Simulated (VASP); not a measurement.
A run of VASP 6.6.1:

The input INCAR:

```
  PREC = Accurate
  ENCUT = 520
  EDIFF = 1E-6
  ISMEAR = 0
  SIGMA = 0.1
  LREAL = False
  LASPH = True
  NELM = 80
  ALGO = Normal
  ISIF = 2
  LWAVE = False
  LCHARG = False
  GGA = PE
  NBANDS = 41
```

Contents of KPOINTS:

```
regular mesh
0
Gamma
  4 4 4
```

POSCAR

```
GaSe3
1.0
   -3.2441924700      3.2441924700      4.6393143200
    3.2441924700     -3.2441924700      4.6393143200
    3.2441924700      3.2441924700     -4.6393143200
Ga Se
2 6
Direct
    0.7500000000      0.2500000000      0.5000000000
    0.2500000000      0.7500000000      0.5000000000
    0.7500000000      0.7500000000      0.0000000000
    0.2500000000      0.2500000000      0.0000000000
    0.2201359900      0.7201359900      0.9402719700
    0.7798640100      0.2798640100      0.0597280300
    0.7201359900      0.7798640100      0.5000000000
    0.2798640100      0.2201359900      0.5000000000
```

Potentials or basis: VASP PAW PBE potentials, release 64 (Ga_d, Se).

Launch:

```console
$ cat potpaw_PBE.64/Ga_d/POTCAR potpaw_PBE.64/Se/POTCAR > POTCAR
$ mpirun -np 1 vasp_std > vasp.out
```

Hardware: 1 thread of Intel(R) Xeon(R) 6975P-C (Granite Rapids) (shared host).

**Question.** How long does it take, and how much memory?

**Answer.** It took 63 s on 1 thread of Intel(R) Xeon(R) 6975P-C (Granite Rapids) (shared host), peak memory 0.39 GiB. Counts: scf iterations 12, k points 13.
